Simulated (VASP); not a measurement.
A run of VASP 6.6.1 is set up as follows.

Contents of INCAR:

```
SYSTEM = Hg
PREC     = Accurate       ! precision mode
ENCUT    = 520            ! plane-wave cutoff, eV
EDIFF    = 1E-6           ! SCF threshold, eV
ISMEAR   = -1             ! smearing method
SIGMA    = 0.1            ! smearing width, eV
LREAL    = .FALSE.        ! projectors in reciprocal space
LASPH    = .TRUE.         ! aspherical terms in the spheres
NELM     = 60             ! most SCF steps
ALGO     = Normal         ! electronic algorithm
ISIF     = 2              ! what is computed and relaxed
LWAVE    = .FALSE.        ! write WAVECAR
LCHARG   = .FALSE.        ! write CHGCAR
GGA      = CA             ! functional
NBANDS   = 12             ! bands
```

KPOINTS

```
Automatic mesh
0
G
  15 15 15
  0 0 0
```

File POSCAR:

```
Hg
1.0
   -1.7291542230      1.7291542230      1.7291542230
    1.7291542230     -1.7291542230      1.7291542230
    1.7291542230      1.7291542230     -1.7291542230
Hg
1
Direct
    0.0000000000      0.0000000000      0.0000000000
```

Potentials or basis: VASP PAW LDA potentials, release 64 (Hg).

Run with:

```console
$ cat potpaw_LDA.64/Hg/POTCAR > POTCAR
$ mpirun -np 1 vasp_std > vasp.out
```

(1) Estimate the pressure.

(2) What does it give for the band gap on the k mesh?

Results:

(1) 6.5 GPa.

(2) zero (band 6 reaches 6.43 eV, above the bottom of band 7 at 2.85 eV).

Caveat: spin-orbit coupling is left out, which moves the levels of the heavy elements.
